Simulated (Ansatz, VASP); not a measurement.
# Si3Ge: VASP beside Ansatz

POSCAR

```
Si3Ge
1.0
    3.8880966195      0.0000000000      0.0000000000
    0.0000000000      3.8880966195      0.0000000000
    0.0000000000      0.0000000000      5.4836775937
Si Ge
3 1
Direct
    0.5000000000      0.0000000000      0.7548774919
    0.5000000000      0.5000000000      0.0000000000
    0.0000000000      0.5000000000      0.2451225081
    0.0000000000      0.0000000000      0.5000000000
```

Contents of INCAR.step1:

```
SYSTEM = Si3Ge
PREC = Accurate ; ENCUT = 520
ISMEAR = 0 ; SIGMA = 0.01
LREAL = .False. ; LASPH = .True.
NELM = 80 ; NBANDS = 21
GGA = PE ; ALGO = Normal
EDIFF = 1E-4 ; LWAVE = .True.
LCHARG = .False.
```

The input INCAR.step2:

```
SYSTEM = Si3Ge
PREC = Accurate ; ENCUT = 520
EDIFF = 1E-7 ; ISMEAR = 0
SIGMA = 0.01 ; LREAL = .False.
LASPH = .True. ; NELM = 80
ALGO = Normal ; ISIF = 2
LWAVE = .False. ; LCHARG = .False.
METAGGA = R2SCAN ; LMIXTAU = .True.
NBANDS = 21 ; ISTART = 1
```

The input KPOINTS:

```
Automatic mesh
0
Gamma
  6 6 6
  0 0 0
```

Input for Ansatz:

```yaml
crystal:
  lattice:
    - [3.8880966195, 0.0, 0.0]
    - [0.0, 3.8880966195, 0.0]
    - [0.0, 0.0, 5.4836775937]
  atoms:
    - { symbol: Si, position: [0.5, 0.0, 0.7548774919] }
    - { symbol: Si, position: [0.5, 0.5, 0.0] }
    - { symbol: Si, position: [0.0, 0.5, 0.2451225081] }
    - { symbol: Ge, position: [0.0, 0.0, 0.5] }
kpoints:
  mp_grid: { grid: [6, 6, 6] }
  band_path:
    path:
      - [0.0, 0.0, 0.0]
      - [0.0, 0.5, 0.0]
      - [0.5, 0.5, 0.0]
      - [0.0, 0.0, 0.5]
      - [0.0, 0.5, 0.5]
      - [0.5, 0.5, 0.5]
    npoints: 1
hamiltonian:
  xc: r2scan
scf:
  occupations: { method: fixed }
  n_extra_bands: 5
output:
  forces: true
  stress: true
  eigenvalues: true
```

Alike in both runs: task single point; functional r2SCAN; k mesh 6 × 6 × 6; no spin polarisation.

|  | VASP | Ansatz |
| --- | --- | --- |
| version | VASP 6.6.1 | Ansatz 0.2.0 |
| potentials or method | VASP PAW PBE potentials, release 64 (Si, Ge_d) | plane waves, PAW |
| plane-wave cutoff (eV) | 520 | 500 |
| occupations | gaussian, width 0.01 eV | fixed |
| valence electrons in the cell | 26 | 26 |

VASP gave:

```
gap on the k mesh at the Fermi level (eV) : 0.58
pressure (GPa)                            : -0.1
rms of the force components (eV/Å)        : 0.008
```

Problem. Which values does Ansatz return?

Solution. gap on the k mesh at the Fermi level (eV): 0.57; pressure (GPa): 0.0; rms of the force components (eV/Å): 0.000.

VASP's potentials were made for PBE, not for r2SCAN. Atom by atom the forces differ by 0.008 eV/Å (rms over components).
